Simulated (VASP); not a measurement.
Write the native input for VASP 6.6.1 that does the following.

```
Task                   : relaxation of cell and atoms
Functional             : LDA
Potentials or basis    : VASP PAW LDA potentials, release 64 (Te)
Cutoff                 : 600 eV
k mesh                 : 19 × 19 × 19
Occupations            : fermi-dirac, width 0.05 eV
Spin                   : no spin polarisation
Target pressure        : 450 GPa
Dipole correction      : no
Further INCAR settings : ALGO = Normal; EDIFF = 1e-06; IBRION = 2; EDIFFG = -0.005; NSW = 32; ISIF = 3
```

The structure of Te lies in POSCAR:

```
Te
1.0
   -1.4000702270      1.4000702270      1.4000702270
    1.4000702270     -1.4000702270      1.4000702270
    1.4000702270      1.4000702270     -1.4000702270
Te
1
Direct
    0.0000000000      0.0000000000      0.0000000000
```

These files were run (other wordings do the same):

INCAR

```
PREC = Accurate
ENCUT = 600
EDIFF = 1E-6
ISMEAR = -1
SIGMA = 0.05
LREAL = F
LASPH = T
NELM = 60
ALGO = Normal
ISIF = 3
LWAVE = F
LCHARG = F
IBRION = 2
NSW = 32
EDIFFG = -0.005
PSTRESS = 4500.0
```

KPOINTS

```
regular mesh
0
Gamma
  19 19 19
```

Potentials or basis: VASP PAW LDA potentials, release 64 (Te).

The run is started by

```sh
$ cat potpaw_LDA.64/Te/POTCAR > POTCAR
$ mpirun -np 1 vasp_std > vasp.out
```

Results of the run:

```
Relaxed volume                                         : 11.07 Å³/atom
Relaxed cell                                           : a = 2.432 Å, b = 2.432 Å, c = 2.432 Å, α = 109.47°, β = 109.47°, γ = 109.47°
Space group after relaxing (to 0.05 Å)                 : Im-3m (No. 229)
Energy change on relaxing (the enthalpy is what falls) : -258.9 meV/atom
Ionic steps                                            : 4
Pressure after relaxing                                : 450.0 GPa
Band gap on the k mesh                                 : zero (band 3 reaches 36.97 eV, above the bottom of band 4 at 19.66 eV)
```

Caveat: the cell is relaxed towards a set pressure, so the enthalpy falls and the energy may rise; spin-orbit coupling is left out, which moves the levels of the heavy elements.

It took 31 s on 1 thread of Intel(R) Xeon(R) 6975P-C (Granite Rapids) (shared host), peak memory 0.14 GiB.
